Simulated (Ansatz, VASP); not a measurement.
# ZnCd3Se3S in VASP and in Ansatz

```
Zn Cd Se S
1.0
     4.26402    2.46183    3.47275
    -4.26402    2.46183    3.47275
     0.00000   -4.92367    3.47275
Zn Cd Se S
1 3 3 1
Direct
  0.99465 0.99465 0.99465
  0.50670 0.99371 0.50670
  0.99371 0.50670 0.50670
  0.50670 0.50670 0.99371
  0.23746 0.76143 0.23746
  0.76143 0.23746 0.23746
  0.23746 0.23746 0.76143
  0.76189 0.76189 0.76189
```

Alike in both runs: functional PBE; k mesh 2 × 2 × 2; occupations gaussian, width 0.15 eV; no spin polarisation.

Ansatz relaxed the structure, and its values are those at the end. VASP's run is a single point on that final structure, the one shown.

|  | VASP | Ansatz |
| --- | --- | --- |
| version | VASP 6.6.1 | Ansatz 0.2.0 |
| potentials or method | VASP PAW PBE potentials, release 64 (Zn, Cd, Se, S), cutoff 520 eV | scalar-relativistic, plane waves, PAW |
| valence electrons in the cell | 72 | 126 |

Ansatz gave:

- gap on the k mesh at the Fermi level (eV): 0.66
- least direct gap on the mesh (eV): 0.66
- pressure (GPa): -0.3
- rms of the force components (eV/Å): 0.028

**Question.** Estimate VASP's values.

**Answer.** gap on the k mesh at the Fermi level (eV): 0.66; least direct gap on the mesh (eV): 0.66; pressure (GPa): 0.0; rms of the force components (eV/Å): 0.030.

The functional is the same, so the differences come from potentials, cutoffs and numerics. VASP's potentials hold 72 valence electrons a cell and Ansatz's 126, so a difference there can come from the potentials and not from the codes.

The k mesh is coarse, so the values compare programs but aren't converged.
